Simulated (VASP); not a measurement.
# MgB2 (P6/mmm) in VASP: a series of runs

The runs below take MgB2 through single point, with r2SCAN.

All numbers are computed with VASP 6.6.1; they aren't measurements. Logs are shortened: lines on timing, memory, paths and dates and some standing lists are left out, and cuts for length are marked.

### Step 1. The cell of the first run

It takes space group P6/mmm (No. 191, hexagonal). The conventional cell has a = 3.070 Å, b = 3.070 Å, c = 3.507 Å, α = 90.00°, β = 90.00°, γ = 120.00°. Mg (site symmetry 6/mmm) has 12 B at 2.49 Å and 6 Mg at 3.07 Å within 3.3 Å. Within 2.5 Å of B (site symmetry -6m2) lie 3 B at 1.77 Å and 6 Mg at 2.49 Å.

### Step 2. Single point, r2SCAN

POSCAR

```
MgB2
1.0
    3.0701338869      0.0000000000      0.0000000000
   -1.5350669435      2.6588139391      0.0000000000
    0.0000000000      0.0000000000      3.5072212990
Mg B
1 2
Direct
    0.0000000000      0.0000000000      0.0000000000
    0.3333333333      0.6666666667      0.5000000000
    0.6666666667      0.3333333333      0.5000000000
```

INCAR.step1

```
SYSTEM = MgB2
PREC = Accurate
ENCUT = 660
ISMEAR = -1
SIGMA = 0.1
LREAL = .FALSE.
LASPH = .TRUE.
NELM = 120
NBANDS = 15
GGA = PE
ALGO = Normal
EDIFF = 1E-5
LWAVE = .TRUE.
LCHARG = .FALSE.
GGA_COMPAT = .FALSE.
```

INCAR.step2

```
SYSTEM = MgB2
PREC = Accurate
ENCUT = 660
EDIFF = 1E-6
ISMEAR = -1
SIGMA = 0.1
LREAL = .FALSE.
LASPH = .TRUE.
NELM = 120
ALGO = Normal
ISIF = 2
LWAVE = .FALSE.
LCHARG = .FALSE.
METAGGA = R2SCAN
LMIXTAU = .TRUE.
NBANDS = 15
ISTART = 1
GGA_COMPAT = .FALSE.
```

KPOINTS

```
regular mesh
0
G
  12 12 8
  0 0 0
```

Potentials or basis: VASP PAW PBE potentials, release 64 (Mg_sv, B).

Command:

```bash
$ cat potpaw_PBE.64/Mg_sv/POTCAR potpaw_PBE.64/B/POTCAR > POTCAR
$ cp INCAR.step1 INCAR
$ mpirun -np 1 vasp_std > vasp.out
$ cp INCAR.step2 INCAR
$ mpirun -np 1 vasp_std > vasp.out
```

OUTCAR:

```text
SYSTEM = MgB2
   PREC = Accurate
   ENCUT = 660
   EDIFF = 1E-6
   ISMEAR = -1
   LREAL = .FALSE.
   LASPH = .TRUE.
   NELM = 120
   ISIF = 2
   METAGGA = R2SCAN
   ISTART = 1

 ion  position               nearest neighbor table
   1  0.000  0.000  0.000-
   2  0.333  0.667  0.500-   3 1.77   3 1.77   3 1.77
   3  0.667  0.333  0.500-   2 1.77   2 1.77   2 1.77

  LATTYP: Found a hexagonal cell.
 ALAT       =     3.0701338869
 C/A-ratio  =     1.1423675410

  Lattice vectors:

 A1 = (   3.0701338869,   0.0000000000,   0.0000000000)
 A2 = (  -1.5350669435,   2.6588139391,   0.0000000000)
 A3 = (   0.0000000000,   0.0000000000,   3.5072212990)

Analysis of symmetry for initial positions (statically):
=====================================================================
 Subroutine PRICEL returns:
 Original cell was already a primitive cell.

 Routine SETGRP: Setting up the symmetry group for a
 hexagonal supercell.

 Subroutine GETGRP returns: Found 24 space group operations
 (whereof 24 operations were pure point group operations)
 out of a pool of 24 trial point group operations.

The static configuration has the point symmetry D_6h.

Analysis of symmetry for dynamics (positions and initial velocities):
=====================================================================
 Subroutine PRICEL returns:
 Original cell was already a primitive cell.

 Routine SETGRP: Setting up the symmetry group for a
 hexagonal supercell.

 Subroutine GETGRP returns: Found 24 space group operations
 (whereof 24 operations were pure point group operations)
 out of a pool of 24 trial point group operations.

The dynamic configuration has the point symmetry D_6h.

 Subroutine INISYM returns: Found 24 space group operations
 (whereof 24 operations are pure point group operations),
 and found     1 'primitive' translations

----------------------------------------------------------------------------------------

                                     Primitive cell

  volume of cell :      28.6291

  direct lattice vectors                    reciprocal lattice vectors
     3.070133887  0.000000000  0.000000000     0.325718694  0.188053776  0.000000000
    -1.535066943  2.658813939  0.000000000     0.000000000  0.376107551  0.000000000
     0.000000000  0.000000000  3.507221299     0.000000000  0.000000000  0.285126006

  length of vectors
     3.070133887  3.070133887  3.507221299     0.376107551  0.376107551  0.285126006

  position of ions in fractional coordinates (direct lattice)
     0.000000000  0.000000000  0.000000000
     0.333333333  0.666666667  0.500000000
     0.666666667  0.333333333  0.500000000

  ion indices of the primitive-cell ions
   primitive index   ion index
                 1           1
                 2           2
                 3           3

----------------------------------------------------------------------------------------

 KPOINTS: regular mesh

Automatic generation of k-mesh.
 Grid dimensions read from file:
 generate k-points for:   12   12    8

 Generating k-lattice:

  Cartesian coordinates                     Fractional coordinates (reciprocal lattice)
     0.027143224  0.015671148  0.000000000     0.083333333  0.000000000  0.000000000
     0.000000000  0.031342296  0.000000000     0.000000000  0.083333333  0.000000000
     0.000000000  0.000000000  0.035640751     0.000000000  0.000000000  0.125000000

  Length of vectors
     0.031342296  0.031342296  0.035640751

  Shift w.r.t. Gamma in fractional coordinates (k-lattice)
     0.000000000  0.000000000  0.000000000

 Subroutine IBZKPT returns following result:
 ===========================================

 Found     95 irreducible k-points:

 Following reciprocal coordinates:
            Coordinates               Weight
  0.000000  0.000000  0.000000      1.000000
  0.083333 -0.000000  0.000000      6.000000
  0.166667 -0.000000  0.000000      6.000000
  0.250000 -0.000000  0.000000      6.000000
  0.333333 -0.000000  0.000000      6.000000
  0.416667 -0.000000  0.000000      6.000000
[... 16 lines left out ...]
  0.250000 -0.000000  0.125000     12.000000
  0.333333 -0.000000  0.125000     12.000000
 [... further k-points ...]
   k-points           NKPTS =     95   k-points in BZ     NKDIM =     95   number of bands    NBANDS=     15
   number of dos      NEDOS =    301   number of ions     NIONS =      3
   total plane-waves  NPLWV =  23520
   dimension x,y,z NGX =    28 NGY =   28 NGZ =   30
   dimension x,y,z NGXF=    56 NGYF=   56 NGZF=   60
   ions per type =               1   2
   NGX,Y,Z   is equivalent  to a cutoff of  15.16, 15.16, 14.22 a.u.
   NGXF,Y,Z  is equivalent  to a cutoff of  30.32, 30.32, 28.44 a.u.
 SYSTEM =  MgB2
   PREC   = accura    normal or accurate (medium, high low for compatibility)
   ISTART =      1    job   : 0-new  1-cont  2-samecut
   ICHARG =      0    charge: 1-file 2-atom 10-const
   ISPIN  =      1    spin polarized calculation?
   LNONCOLLINEAR =      F non collinear calculations
   LSORBIT =      F    spin-orbit coupling
   LASPH  =      T    aspherical Exc in radial PAW
   ENCUT  =  660.0 eV  48.51 Ry    6.96 a.u.   6.43  6.43  7.35*2*pi/ulx,y,z
   NELM   =    120;   NELMIN=  2; NELMDL=  0     # of ELM steps
   EDIFF  = 0.1E-05   stopping-criterion for ELM
   LREAL  =      F    real-space projection
   EDIFFG = 0.1E-04   stopping-criterion for IOM
   NSW    =      0    number of steps for IOM
   IBRION =     -1    ionic relax: 0-MD 1-quasi-New 2-CG
   NFREE  =      0    steps in history (QN), initial steepest desc. (CG)
   ISIF   =      2    stress and relaxation
   ISYM   =      2    0-nonsym 1-usesym 2-fastsym
   POTIM  = 0.5000    time-step for ionic-motion
   TEBEG  =    0.0;   TEEND  =   0.0 temperature during run
   PSTRESS=    0.0 pullay stress
   NELECT =      16.0000    total number of electrons
   NUPDOWN=      -1.0000    fix difference up-down
   EMIN   =  10.00;   EMAX   =-10.00  energy-range for DOS
   EFERMI =   0.00;   METHOD = LEGACY
   ISMEAR =    -1;   SIGMA  =   0.10  broadening in eV -4-tet -1-fermi 0-gaus
   EFERMI_NEDOS =   21; number of points for ismear=-14 and -15
   IALGO  =     38    algorithm
   IMIX   =      4    mixing-type and parameters
     AMIX     =   0.40;   BMIX     =  1.00
     AMIX_MAG =   1.60;   BMIX_MAG =  1.00
  volume/ion in A,a.u.               =       9.54        64.40
  Fermi-wavevector in a.u.,A,eV,Ry     =   1.348483  2.548263 24.740907  1.818405
  Thomas-Fermi vector in A             =   2.476148
   LORBIT       =      0    0 simple, 1 ext, 2 COOP (PROOUT), +10 PAW based schemes
   METAGGA = R2SCAN    functional components
   LHFCALC =     F    Hartree Fock is set to
   AEXX    =    0.0000 exact exchange contribution
   IVDW    =     0    specifies the selected vdW correction
   LEPSILON=     F    determine dielectric tensor
   LRPA    =     F    only Hartree local field effects (RPA)
 non-spin polarized calculation
  energy-cutoff  :      660.00
  volume of cell :       28.63
 maximum number of plane-waves:      1119
 NGX is ok and might be reduce to    28
   NGX = 13   NGY = 13   NGZ = 15

 number of electron      16.0000003 magnetization

 Free energy of the ion-electron system (eV)
  ---------------------------------------------------
  ext. energy  EPLUGINS =         0.00000000
  ---------------------------------------------------
  free energy    TOTEN  =       -19.44578588 eV

  energy without entropy =      -19.42403832  energy(sigma->0) =      -19.43491210

 E-fermi :   5.2285     XC(G=0): -11.8759

 val. band max:        5.2219474615   @ k =   0.2500   0.2500   0.0000
 cond. band min:       5.2625603412   @ k =   0.3333   0.1667   0.0000
 fundamental gap:      0.0406128798
 Fermi energy:         5.2285194953

 k-point     1 :       0.0000    0.0000    0.0000
  band No.  band energies     occupation
      1     -73.0291      2.00000
      2     -38.1439      2.00000
      3     -38.1439      2.00000
      4     -38.1264      2.00000
      5      -8.0906      2.00000
      6       2.0513      2.00000
      7       5.6034      0.04602
      8       5.6034      0.04602
      9       7.2296      0.00000
     10      11.8974      0.00000
     11      11.8974      0.00000
     12      13.8369      0.00000
     13      16.1278      0.00000
     14      19.2451      0.00000
     15      22.6212      0.00000

 k-point     2 :       0.0833   -0.0000    0.0000
  band No.  band energies     occupation
      1     -73.0289      2.00000
      2     -38.1467      2.00000
      3     -38.1446      2.00000
      4     -38.1261      2.00000
      5      -7.9620      2.00000
      6       2.1766      2.00000
      7       4.9356      1.89859
      8       5.2948      0.68044
      9       7.3381      0.00000
     10      11.8576      0.00000
     11      12.4702      0.00000
     12      14.1450      0.00000
     13      15.6283      0.00000
     14      19.8472      0.00000
     15      22.0300      0.00000

 k-point     3 :       0.1667   -0.0000    0.0000
  band No.  band energies     occupation
      1     -73.0283      2.00000
      2     -38.1540      2.00000
      3     -38.1463      2.00000
      4     -38.1247      2.00000
      5      -7.5777      2.00000
      6       2.5497      2.00000
      7       3.3898      2.00000
      8       4.6184      1.99553
      9       7.6749      0.00000
     10      11.5104      0.00000
     11      13.9289      0.00000
     12      14.3195      0.00000
     13      14.9159      0.00000
     14      20.9891      0.00000
     15      21.3937      0.00000
[... 343 lines left out ...]
 k-point    23 :       0.2500   -0.0000    0.1250
  band No.  band energies     occupation
      1     -73.0274      2.00000
      2     -38.1644      2.00000
      3     -38.1487      2.00000
      4     -38.1244      2.00000
      5      -6.8118      2.00000
      6       1.6346      2.00000
      7       2.2207      2.00000
      8       3.9593      1.99999
      9       9.3597      0.00000
     10      11.1037      0.00000
     11      11.9011      0.00000
     12      15.9468      0.00000
     13      16.1341      0.00000
     14      19.1255      0.00000
     15      19.3658      0.00000

 k-point    24 :       0.3333   -0.0000    0.1250
  band No.  band energies     occupation
      1     -73.0265      2.00000
      2     -38.1745      2.00000
      3     -38.1511      2.00000
      4     -38.1227      2.00000
      5      -5.9424      2.00000
      6      -0.1712      2.00000
      7       3.0535      2.00000
      8       3.3919      2.00000
      9       9.2955      0.00000
     10      10.2572      0.00000
     11      11.3442      0.00000
     12      15.7438      0.00000
     13      17.9967      0.00000
     14      18.7175      0.00000
     15      18.9345      0.00000

 [... further k-points ...]
[... 5 lines left out ...]
  --------------------------------------------------------------------------------------
  -------------------------------------------------------------------------------------
  Total       -0.0252456     -0.0252456      0.0127269      0.0000000      0.0000000     -0.0000000
  in kB       -1.4128252     -1.4128252      0.7122346      0.0000000      0.0000000     -0.0000000
  external PRESSURE =      -0.7044719 kB  Pullay stress =       0.0000000 kB

 VOLUME and BASIS-vectors are now :
 -----------------------------------------------------------------------------
  energy-cutoff  :      660.00
  volume of cell :       28.63
      direct lattice vectors                 reciprocal lattice vectors
     3.070133887  0.000000000  0.000000000     0.325718694  0.188053776  0.000000000
    -1.535066943  2.658813939  0.000000000     0.000000000  0.376107551  0.000000000
     0.000000000  0.000000000  3.507221299     0.000000000  0.000000000  0.285126006

 POSITION                                       TOTAL-FORCE (eV/Angst)
 -----------------------------------------------------------------------------------
      0.00000      0.00000      0.00000         0.000000     -0.000000     -0.000000
     -0.00000      1.77254      1.75361         0.000000     -0.000000     -0.000000
      1.53507      0.88627      1.75361        -0.000000      0.000000      0.000000
 -----------------------------------------------------------------------------------
    total drift:                               -0.000000      0.000000      0.000000

  FREE ENERGIE OF THE ION-ELECTRON SYSTEM (eV)
  ---------------------------------------------------
  free  energy   TOTEN  =       -19.4457858844 eV

  energy  without entropy=      -19.4240383173  energy(sigma->0) =      -19.43491210
```

It took 4.8 min on 1 thread of Intel Xeon Platinum 8375C at 2.90GHz (Ice Lake), shared host; peak memory 0.2 GiB.

What came out:

```yaml
Free_energy: -19.4458 eV
Pressure: -0.1 GPa
Band_gap_on_the_k_mesh: zero (bands 8 and 9 overlap by 4.01 eV)
```

Caveat: the PAW data sets were made with another functional, which shifts forces and pressure a little.

### Step 3. Single point, r2SCAN

POSCAR is that of step 2.

Changes to INCAR.step1 since step 2:

```diff
@@ -2,3 +2,3 @@
 PREC = Accurate
-ENCUT = 660
+ENCUT = 750
 ISMEAR = -1
```

Changes to INCAR.step2 since step 2:

```diff
@@ -2,3 +2,3 @@
 PREC = Accurate
-ENCUT = 660
+ENCUT = 750
 EDIFF = 1E-6
```

KPOINTS is that of step 2.

Potentials or basis: VASP PAW PBE potentials, release 64 (Mg_sv, B).

Command:

```bash
$ cat potpaw_PBE.64/Mg_sv/POTCAR potpaw_PBE.64/B/POTCAR > POTCAR
$ cp INCAR.step1 INCAR
$ mpirun -np 1 vasp_std > vasp.out
$ cp INCAR.step2 INCAR
$ mpirun -np 1 vasp_std > vasp.out
```

Run time: 6.9 min. Hardware: 1 thread of AMD EPYC, shared host; peak memory 0.18 GiB.

Results (log left out):

```
Free energy            : -19.4347 eV
Pressure               : -0.1 GPa
Band gap on the k mesh : zero (bands 8 and 9 overlap by 4.01 eV)
```

Stress tensor (GPa, compression positive):
```
-0.15  0.00  0.00
 0.00 -0.15  0.00
 0.00  0.00 -0.07
```

Levels at points of the mesh, in eV from the Fermi level:
| k point | band 6 | band 7 | band 8 | band 9 | band 10 | band 11 |
| --- | --- | --- | --- | --- | --- | --- |
| (0.00, 0.00, 0.00) | -3.18 | 0.37 | 0.37 | 2.00 | 6.67 | 6.67 |
| (0.50, 0.00, 0.00) | -8.36 | -2.36 | 0.17 | 3.30 | 4.14 | 5.83 |
| (0.00, 0.00, 0.50) | -7.82 | 0.78 | 0.78 | 6.97 | 6.97 | 8.64 |
| (0.50, 0.00, 0.50) | -7.43 | -3.79 | -2.06 | -1.25 | 6.11 | 9.62 |

Caveat: the PAW data sets were made with another functional, which shifts forces and pressure a little.

(Part 1 of 2 ends here.)
